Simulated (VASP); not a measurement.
Here is a VASP 6.6.1 calculation.

The input INCAR:

```
SYSTEM = Al
  PREC = Accurate
  ENCUT = 500
  EDIFF = 1E-6
  ISMEAR = -1
  SIGMA = 0.2
  LREAL = .FALSE.
  LASPH = .TRUE.
  NELM = 120
  ALGO = Normal
  ISIF = 2
  LWAVE = .FALSE.
  LCHARG = .FALSE.
  GGA = PE
  NBANDS = 8
  GGA_COMPAT = .FALSE.
```

The input KPOINTS:

```
Automatic mesh
0
G
  6 6 6
  0 0 0
```

The input POSCAR:

```
Al
1.0
    0.0000000000      2.0248000000      2.0248000000
    2.0248000000      0.0000000000      2.0248000000
    2.0248000000      2.0248000000      0.0000000000
Al
1
Direct
    0.0000000000      0.0000000000      0.0000000000
```

Potentials or basis: VASP PAW PBE potentials, release 64 (Al).

The run is started by

```sh
$ cat potpaw_PBE.64/Al/POTCAR > POTCAR
$ mpirun -np 1 vasp_std > vasp.out
```

Q: Estimate the pressure.

A: -0.2 GPa.

Caveat: the k points lie up to 0.45 Å⁻¹ apart.
